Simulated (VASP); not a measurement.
# KZnF3 (Pm-3m) in VASP: further runs

KZnF3 is run at these levels: PBEsol; tasks: single point.

All numbers are computed with VASP 6.6.1; they aren't measurements. Logs are shortened: lines on timing, memory, paths and dates and some standing lists are left out, and cuts for length are marked.

**1. The cell of the first run**

It takes space group Pm-3m (No. 221, cubic). Conventional cell: a = 4.023 Å, b = 4.023 Å, c = 4.023 Å, α = 90.00°, β = 90.00°, γ = 90.00°. Within 2.7 Å of Zn (site symmetry m-3m) lie 6 F at 2.01 Å. Within 3.7 Å of K (site symmetry m-3m) lie 12 F at 2.84 Å and 8 Zn at 3.48 Å. Within 2.7 Å of F (site symmetry 4/mmm) lie 2 Zn at 2.01 Å.

**2. Single point, PBEsol**

INCAR

```
SYSTEM = KZnF3
PREC = Accurate
ENCUT = 520
EDIFF = 1E-7
ISMEAR = -1
SIGMA = 0.05
LREAL = .False.
LASPH = .True.
NELM = 100
ALGO = Normal
ISIF = 2
LWAVE = .False.
LCHARG = .False.
GGA = PS
NBANDS = 29
```

KPOINTS

```
regular mesh
0
Gamma
  7 7 7
  0 0 0
```

POSCAR

```
KZnF3
1.0
    4.0228179729      0.0000000000      0.0000000000
    0.0000000000      4.0228179729      0.0000000000
    0.0000000000      0.0000000000      4.0228179729
Zn K F
1 1 3
Direct
    0.5000000000      0.5000000000      0.5000000000
    0.0000000000      0.0000000000      0.0000000000
    0.5000000000      0.0000000000      0.5000000000
    0.0000000000      0.5000000000      0.5000000000
    0.5000000000      0.5000000000      0.0000000000
```

Potentials or basis: VASP PAW PBE potentials, release 64 (Zn, K_sv, F).

On the command line:

```bash
> cat potpaw_PBE.64/Zn/POTCAR potpaw_PBE.64/K_sv/POTCAR potpaw_PBE.64/F/POTCAR > POTCAR
> mpirun -np 1 vasp_std > vasp.out
```

OUTCAR:

```text
SYSTEM = KZnF3
   PREC = Accurate
   ENCUT = 520
   EDIFF = 1E-7
   ISMEAR = -1
   LREAL = .False.
   LASPH = .True.
   NELM = 100
   ISIF = 2
   GGA = PS

 ion  position               nearest neighbor table
   1  0.500  0.500  0.500-   3 2.01   4 2.01   5 2.01   5 2.01   3 2.01   4 2.01
   2  0.000  0.000  0.000-   3 2.84   4 2.84   5 2.84   3 2.84   4 2.84   4 2.84   5 2.84   4 2.84
                             3 2.84   5 2.84   3 2.84   5 2.84
   3  0.500  0.000  0.500-   1 2.01   1 2.01   2 2.84   2 2.84   2 2.84   2 2.84
   4  0.000  0.500  0.500-   1 2.01   1 2.01   2 2.84   2 2.84   2 2.84   2 2.84
   5  0.500  0.500  0.000-   1 2.01   1 2.01   2 2.84   2 2.84   2 2.84   2 2.84

  LATTYP: Found a simple cubic cell.
 ALAT       =     4.0228179729

  Lattice vectors:

 A1 = (   4.0228179729,   0.0000000000,   0.0000000000)
 A2 = (   0.0000000000,   4.0228179729,   0.0000000000)
 A3 = (   0.0000000000,   0.0000000000,   4.0228179729)

Analysis of symmetry for initial positions (statically):
=====================================================================
 Subroutine PRICEL returns:
 Original cell was already a primitive cell.

 Routine SETGRP: Setting up the symmetry group for a
 simple cubic supercell.

 Subroutine GETGRP returns: Found 48 space group operations
 (whereof 48 operations were pure point group operations)
 out of a pool of 48 trial point group operations.

The static configuration has the point symmetry O_h .

Analysis of symmetry for dynamics (positions and initial velocities):
=====================================================================
 Subroutine PRICEL returns:
 Original cell was already a primitive cell.

 Routine SETGRP: Setting up the symmetry group for a
 simple cubic supercell.

 Subroutine GETGRP returns: Found 48 space group operations
 (whereof 48 operations were pure point group operations)
 out of a pool of 48 trial point group operations.

The dynamic configuration has the point symmetry O_h .

 Subroutine INISYM returns: Found 48 space group operations
 (whereof 48 operations are pure point group operations),
 and found     1 'primitive' translations

----------------------------------------------------------------------------------------

                                     Primitive cell

  volume of cell :      65.1015

  direct lattice vectors                    reciprocal lattice vectors
     4.022817973  0.000000000  0.000000000     0.248581966  0.000000000  0.000000000
     0.000000000  4.022817973  0.000000000     0.000000000  0.248581966  0.000000000
     0.000000000  0.000000000  4.022817973     0.000000000  0.000000000  0.248581966

  length of vectors
     4.022817973  4.022817973  4.022817973     0.248581966  0.248581966  0.248581966

  position of ions in fractional coordinates (direct lattice)
     0.500000000  0.500000000  0.500000000
     0.000000000  0.000000000  0.000000000
     0.500000000  0.000000000  0.500000000
     0.000000000  0.500000000  0.500000000
     0.500000000  0.500000000  0.000000000

  ion indices of the primitive-cell ions
   primitive index   ion index
                 1           1
                 2           2
                 3           3
                 4           4
                 5           5

----------------------------------------------------------------------------------------

 KPOINTS: regular mesh

Automatic generation of k-mesh.
 Grid dimensions read from file:
 generate k-points for:    7    7    7

 Generating k-lattice:

  Cartesian coordinates                     Fractional coordinates (reciprocal lattice)
     0.035511709  0.000000000  0.000000000     0.142857143  0.000000000  0.000000000
     0.000000000  0.035511709  0.000000000     0.000000000  0.142857143  0.000000000
     0.000000000  0.000000000  0.035511709     0.000000000  0.000000000  0.142857143

  Length of vectors
     0.035511709  0.035511709  0.035511709

  Shift w.r.t. Gamma in fractional coordinates (k-lattice)
     0.000000000  0.000000000  0.000000000

 Subroutine IBZKPT returns following result:
 ===========================================

 Found     20 irreducible k-points:

 Following reciprocal coordinates:
            Coordinates               Weight
  0.000000  0.000000  0.000000      1.000000
  0.142857  0.000000  0.000000      6.000000
  0.285714  0.000000  0.000000      6.000000
  0.428571  0.000000  0.000000      6.000000
  0.142857  0.142857  0.000000     12.000000
  0.285714  0.142857  0.000000     24.000000
[... 12 lines left out ...]
  0.428571  0.428571  0.285714     24.000000
  0.428571  0.428571  0.428571      8.000000
   k-points           NKPTS =     20   k-points in BZ     NKDIM =     20   number of bands    NBANDS=     29
   number of dos      NEDOS =    301   number of ions     NIONS =      5
   total plane-waves  NPLWV =  27000
   dimension x,y,z NGX =    30 NGY =   30 NGZ =   30
   dimension x,y,z NGXF=    60 NGYF=   60 NGZF=   60
   ions per type =               1   1   3
   NGX,Y,Z   is equivalent  to a cutoff of  12.40, 12.40, 12.40 a.u.
   NGXF,Y,Z  is equivalent  to a cutoff of  24.80, 24.80, 24.80 a.u.
 SYSTEM =  KZnF3
   PREC   = accura    normal or accurate (medium, high low for compatibility)
   ISTART =      0    job   : 0-new  1-cont  2-samecut
   ICHARG =      2    charge: 1-file 2-atom 10-const
   ISPIN  =      1    spin polarized calculation?
   LNONCOLLINEAR =      F non collinear calculations
   LSORBIT =      F    spin-orbit coupling
   LASPH  =      T    aspherical Exc in radial PAW
   ENCUT  =  520.0 eV  38.22 Ry    6.18 a.u.   7.48  7.48  7.48*2*pi/ulx,y,z
   NELM   =    100;   NELMIN=  2; NELMDL= -5     # of ELM steps
   EDIFF  = 0.1E-06   stopping-criterion for ELM
   LREAL  =      F    real-space projection
   EDIFFG = 0.1E-05   stopping-criterion for IOM
   NSW    =      0    number of steps for IOM
   IBRION =     -1    ionic relax: 0-MD 1-quasi-New 2-CG
   NFREE  =      0    steps in history (QN), initial steepest desc. (CG)
   ISIF   =      2    stress and relaxation
   ISYM   =      2    0-nonsym 1-usesym 2-fastsym
   POTIM  = 0.5000    time-step for ionic-motion
   TEBEG  =    0.0;   TEEND  =   0.0 temperature during run
   PSTRESS=    0.0 pullay stress
   NELECT =      42.0000    total number of electrons
   NUPDOWN=      -1.0000    fix difference up-down
   EMIN   =  10.00;   EMAX   =-10.00  energy-range for DOS
   EFERMI =   0.00;   METHOD = LEGACY
   ISMEAR =    -1;   SIGMA  =   0.05  broadening in eV -4-tet -1-fermi 0-gaus
   EFERMI_NEDOS =   21; number of points for ismear=-14 and -15
   IALGO  =     38    algorithm
   IMIX   =      4    mixing-type and parameters
     AMIX     =   0.40;   BMIX     =  1.00
     AMIX_MAG =   1.60;   BMIX_MAG =  1.00
  volume/ion in A,a.u.               =      13.02        87.87
  Fermi-wavevector in a.u.,A,eV,Ry     =   1.414580  2.673169 27.225760  2.001037
  Thomas-Fermi vector in A             =   2.536108
   LORBIT       =      0    0 simple, 1 ext, 2 COOP (PROOUT), +10 PAW based schemes
   GGA     = PS    functional components
   LHFCALC =     F    Hartree Fock is set to
   AEXX    =    0.0000 exact exchange contribution
   IVDW    =     0    specifies the selected vdW correction
   LEPSILON=     F    determine dielectric tensor
   LRPA    =     F    only Hartree local field effects (RPA)
 non-spin polarized calculation
  energy-cutoff  :      520.00
  volume of cell :       65.10
 maximum number of plane-waves:      1775
 NGX is ok and might be reduce to    30
   NGX = 15   NGY = 15   NGZ = 15

 number of electron      41.9999992 magnetization

 Free energy of the ion-electron system (eV)
  ---------------------------------------------------
  ext. energy  EPLUGINS =         0.00000000
  ---------------------------------------------------
  free energy    TOTEN  =       -21.32578399 eV

  energy without entropy =      -21.32578399  energy(sigma->0) =      -21.32578399

 E-fermi :   0.4178     XC(G=0): -10.2491

 val. band max:       -0.7844842644   @ k =   0.4286   0.4286   0.0000
 cond. band min:       3.0184500816   @ k =   0.0000   0.0000   0.0000
 fundamental gap:      3.8029343459
 Fermi energy:         0.4178440307

 k-point     1 :       0.0000    0.0000    0.0000
  band No.  band energies     occupation
      1     -27.6415      2.00000
      2     -22.3491      2.00000
      3     -21.6781      2.00000
      4     -21.6781      2.00000
      5     -11.2027      2.00000
      6     -11.2027      2.00000
[... 21 lines left out ...]
     28      10.2433      0.00000
     29      13.4201      0.00000

 k-point     2 :       0.1429    0.0000    0.0000
  band No.  band energies     occupation
      1     -27.6365      2.00000
      2     -22.3248      2.00000
      3     -21.7021      2.00000
      4     -21.6766      2.00000
      5     -11.2011      2.00000
      6     -11.1929      2.00000
[... 21 lines left out ...]
     28      10.3018      0.00000
     29      13.2512      0.00000

 k-point     3 :       0.2857    0.0000    0.0000
  band No.  band energies     occupation
      1     -27.6253      2.00000
      2     -22.2608      2.00000
      3     -21.7626      2.00000
      4     -21.6732      2.00000
      5     -11.1972      2.00000
      6     -11.1705      2.00000
[... 21 lines left out ...]
     28      10.4428      0.00000
     29      12.9013      0.00000

 k-point     4 :       0.4286    0.0000    0.0000
  band No.  band energies     occupation
      1     -27.6162      2.00000
      2     -22.1964      2.00000
      3     -21.8239      2.00000
      4     -21.6702      2.00000
      5     -11.1940      2.00000
      6     -11.1523      2.00000
[... 469 lines left out ...]
     28      11.1874      0.00000
     29      12.1327      0.00000

 k-point    19 :       0.4286    0.4286    0.2857
  band No.  band energies     occupation
      1     -27.5900      2.00000
      2     -21.9150      2.00000
      3     -21.8331      2.00000
      4     -21.8120      2.00000
      5     -11.3333      2.00000
      6     -11.3290      2.00000
[... 21 lines left out ...]
     28      11.3832      0.00000
     29      12.2606      0.00000

 k-point    20 :       0.4286    0.4286    0.4286
  band No.  band energies     occupation
      1     -27.5855      2.00000
      2     -21.8659      2.00000
      3     -21.8272      2.00000
      4     -21.8272      2.00000
      5     -11.3679      2.00000
      6     -11.3679      2.00000
[... 21 lines left out ...]
     28      11.4436      0.00000
     29      12.6316      0.00000

------------------------ aborting loop because EDIFF is reached ----------------------------------------

  FORCE on cell =-STRESS in cart. coord.  units (eV):
  Direction    XX          YY          ZZ          XY          YZ          ZX
  --------------------------------------------------------------------------------------
  -------------------------------------------------------------------------------------
  Total        0.9032844      0.9032844      0.9032844     -0.0000000     -0.0000000     -0.0000000
  in kB       22.2302286     22.2302286     22.2302286     -0.0000000     -0.0000000     -0.0000000
  external PRESSURE =      22.2302286 kB  Pullay stress =       0.0000000 kB

 VOLUME and BASIS-vectors are now :
 -----------------------------------------------------------------------------
  energy-cutoff  :      520.00
  volume of cell :       65.10
      direct lattice vectors                 reciprocal lattice vectors
     4.022817973  0.000000000  0.000000000     0.248581966  0.000000000  0.000000000
     0.000000000  4.022817973  0.000000000     0.000000000  0.248581966  0.000000000
     0.000000000  0.000000000  4.022817973     0.000000000  0.000000000  0.248581966

 POSITION                                       TOTAL-FORCE (eV/Angst)
 -----------------------------------------------------------------------------------
      2.01141      2.01141      2.01141         0.000000      0.000000      0.000000
      0.00000      0.00000      0.00000         0.000000      0.000000      0.000000
      2.01141      0.00000      2.01141         0.000000      0.000000      0.000000
      0.00000      2.01141      2.01141         0.000000      0.000000      0.000000
      2.01141      2.01141      0.00000         0.000000      0.000000      0.000000
 -----------------------------------------------------------------------------------
    total drift:                                0.000000      0.000000     -0.000000

  FREE ENERGIE OF THE ION-ELECTRON SYSTEM (eV)
  ---------------------------------------------------
  free  energy   TOTEN  =       -21.3257839854 eV

  energy  without entropy=      -21.3257839854  energy(sigma->0) =      -21.32578399
```

Run time: 19 s. Hardware: 1 thread of Intel Xeon 6975P-C (Granite Rapids), shared host; peak memory 0.18 GiB.

What came out:

* Free energy: -21.3258 eV
* Pressure: 2.2 GPa
* Band gap on the k mesh: 3.80 eV, indirect (least direct gap 5.66 eV)

Caveat: the PAW data sets were made with another functional, which shifts forces and pressure a little. A k mesh can miss the band edges.

(Part 1 of 2 ends here.)
